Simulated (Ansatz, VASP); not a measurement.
**Ge in VASP and in Ansatz**

```
Ge
1.0
     0.00000    2.81092    2.81092
     2.81092    0.00000    2.81092
     2.81092    2.81092    0.00000
Ge
2
Direct
  0.00000 0.00000 0.00000
  0.25000 0.25000 0.25000
```

Alike in both runs: functional LDA; k mesh 8 × 8 × 8; occupations gaussian, width 0.05 eV; no spin polarisation.

Ansatz relaxed the structure, and its values are those at the end. VASP's run is a single point on that final structure, the one shown.

```csv
,VASP,Ansatz
version,VASP 6.6.1,Ansatz 0.2.0
potentials or method,"VASP PAW LDA potentials, release 64 (Ge_d)","scalar-relativistic, plane waves, PAW"
plane-wave cutoff (eV),520,420
valence electrons in the cell,28,28
```

```tsv
	VASP	Ansatz	Ansatz less VASP
gap on the k mesh at the Fermi level (eV)	none	none	-
pressure (GPa)	0.2	0.0	-0.16
```

LDA's correlation is that of Perdew and Zunger in VASP and of Perdew and Wang (1992) in Ansatz. A gap of «none» marks a metal or a gap that the smearing closes.
